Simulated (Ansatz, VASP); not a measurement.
# One calculation of B, two programs

The input INCAR:

```
SYSTEM = B
PREC = Accurate
ENCUT = 520
EDIFF = 1E-7
ISMEAR = 0
SIGMA = 0.1
LREAL = .FALSE.
LASPH = .TRUE.
NELM = 100
ALGO = Normal
ISIF = 2
LWAVE = .FALSE.
LCHARG = .FALSE.
GGA = PE
NBANDS = 8
```

KPOINTS

```
Automatic mesh
0
G
  22 22 22
  0 0 0
```

File POSCAR:

```
B
1.0
   -1.3661034921      1.3661034921      1.3661034921
    1.3661034921     -1.3661034921      1.3661034921
    1.3661034921      1.3661034921     -1.3661034921
B
1
Direct
    0.0000000000      0.0000000000      0.0000000000
```

Input for Ansatz:

```yaml
crystal:
  lattice:
    - [-1.3661034921, 1.3661034921, 1.3661034921]
    - [1.3661034921, -1.3661034921, 1.3661034921]
    - [1.3661034921, 1.3661034921, -1.3661034921]
  atoms:
    - { symbol: B, position: [0.0, 0.0, 0.0] }
basis:
  ecutwfc: 420
kpoints:
  mp_grid: { grid: [22, 22, 22] }
hamiltonian:
  xc: pbe
scf:
  occupations: { method: gaussian, width: 0.1 }
output:
  forces: true
  stress: true
  eigenvalues: true
```

Alike in both runs: task single point; functional PBE; k mesh 22 × 22 × 22; occupations gaussian, width 0.1 eV; no spin polarisation.

```csv
,VASP,Ansatz
version,VASP 6.6.1,Ansatz 0.2.0
potentials or method,"VASP PAW PBE potentials, release 64 (B), cutoff 520 eV","scalar-relativistic, plane waves, PAW"
valence electrons in the cell,3,3
```

Ansatz gave:

```
gap on the k mesh at the Fermi level (eV) : none
pressure (GPa)                            : -37.1
```

Which values does VASP return?

gap on the k mesh at the Fermi level (eV): none; pressure (GPa): -37.2.

A gap of «none» marks a metal or a gap that the smearing closes. Both programs put the cell under strong tension, so it lies far from rest at this level.

Noted on VASP's run: the cell as given lies far from equilibrium.
